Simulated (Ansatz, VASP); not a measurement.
**One calculation of P, two programs**

Contents of INCAR:

```
SYSTEM = P
  PREC = Accurate
  ENCUT = 520
  EDIFF = 1E-7
  ISMEAR = -1
  SIGMA = 0.1
  LREAL = .FALSE.
  LASPH = .TRUE.
  NELM = 60
  ALGO = Normal
  ISIF = 2
  LWAVE = .FALSE.
  LCHARG = .FALSE.
  GGA = RE
  NBANDS = 8
```

The input KPOINTS:

```
Automatic mesh
0
G
  16 16 16
  0 0 0
```

POSCAR

```
P
1.0
    0.0000000000      2.0194099242      2.0194099242
    2.0194099242      0.0000000000      2.0194099242
    2.0194099242      2.0194099242      0.0000000000
P
1
Direct
    0.0000000000      0.0000000000      0.0000000000
```

Input for Ansatz:

```yaml
crystal:
  lattice:
    - [0.0, 2.0194099242, 2.0194099242]
    - [2.0194099242, 0.0, 2.0194099242]
    - [2.0194099242, 2.0194099242, 0.0]
  atoms:
    - { symbol: P, position: [0.0, 0.0, 0.0] }
hamiltonian:
  xc: revpbe
  pseudopotentials:
    kind: paw
    azcp:
      P: "pseudopotentials/P.paw.azcp"
basis:
  ecutwfc: 420
  fft_grid_basis: typed
kpoints:
  mp_grid: { grid: [16, 16, 16], shift: [0, 0, 0] }
magnetization:
  spin_polarized: false
scf:
  occupations: { method: fermi_dirac, width: 0.1 }
  lower_state_search: "off"
output:
  stress: true
```

Alike in both runs: task single point; functional revPBE; k mesh 16 × 16 × 16; occupations fermi-dirac, width 0.1 eV; no spin polarisation.

|  | VASP | Ansatz |
| --- | --- | --- |
| version | VASP 6.6.1 | Ansatz 0.2.0 |
| potentials or method | VASP PAW PBE potentials, release 64 (P), cutoff 520 eV | plane waves (420 eV) with PAW, scalar-relativistic |
| valence electrons in the cell | 5 | 5 |

```csv
,VASP,Ansatz,Ansatz less VASP
pressure (GPa),-8.3,-8.1,+0.28
```

VASP's potentials were made for PBE, not for revPBE.
